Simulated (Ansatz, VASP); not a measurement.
**One calculation of Pd, two programs**

The input INCAR:

```
PREC     = Accurate       # precision mode
ENCUT    = 600            # plane-wave cutoff, eV
EDIFF    = 1E-6           # SCF threshold, eV
ISMEAR   = 0              # smearing method
SIGMA    = 0.1            # smearing width, eV
LREAL    = F              # projectors in reciprocal space
LASPH    = T              # aspherical terms in the spheres
NELM     = 100            # most SCF steps
ALGO     = Normal         # electronic algorithm
ISIF     = 3              # what is computed and relaxed
LWAVE    = F              # write WAVECAR
LCHARG   = F              # write CHGCAR
GGA      = PE             # functional
IVDW     = 12             # dispersion correction
IBRION   = 2              # ionic algorithm
NSW      = 100            # ionic steps
EDIFFG   = -0.005         # ionic threshold
```

File KPOINTS:

```
regular mesh
0
Gamma
  18 18 18
```

Contents of POSCAR:

```
Pd
1.0
    0.0000000000      1.9586507875      1.9586507875
    1.9586507875      0.0000000000      1.9586507875
    1.9586507875      1.9586507875      0.0000000000
Pd
1
Direct
    0.0000000000      0.0000000000      0.0000000000
```

Input for Ansatz:

```yaml
crystal:
  lattice:
    - [0.0, 1.9586507875, 1.9586507875]
    - [1.9586507875, 0.0, 1.9586507875]
    - [1.9586507875, 1.9586507875, 0.0]
  atoms:
    - { symbol: Pd, position: [0.0, 0.0, 0.0] }
basis:
  ecutwfc: 420
kpoints:
  mp_grid: { grid: [18, 18, 18] }
hamiltonian:
  xc: pbe
  dispersion: d3bj
scf:
  occupations: { method: gaussian, width: 0.1 }
output:
  forces: true
  stress: true
  eigenvalues: true
relax:
  adjacent_minimum: "off"
  f_tol: 0.005
  max_steps: 80
  cell: { stress_tol: 0.05 }
```

Alike in both runs: task relaxation of cell and atoms; functional PBE; dispersion D3(BJ); k mesh 18 × 18 × 18; occupations gaussian, width 0.1 eV; no spin polarisation.

```csv
,VASP,Ansatz
version,VASP 6.6.1,Ansatz 0.2.0
potentials or method,"VASP PAW PBE potentials, release 64 (Pd), cutoff 600 eV","scalar-relativistic, plane waves, PAW"
valence electrons in the cell,10,18
```

Ansatz gave:

```
gap on the k mesh at the Fermi level, each at its own relaxed structure (eV) : none
relaxed volume (Å³/atom)                                                     : 14.71
relaxed cell length with the largest relative difference (Å)                 : 2.750
```

Q: Estimate VASP's values.

A: gap on the k mesh at the Fermi level, each at its own relaxed structure (eV): none; relaxed volume (Å³/atom): 14.68; relaxed cell length with the largest relative difference (Å): 2.749.

A gap of «none» marks a metal or a gap that the smearing closes. VASP's potentials hold 10 valence electrons a cell and Ansatz's 18, so a difference there can come from the potentials and not from the codes.
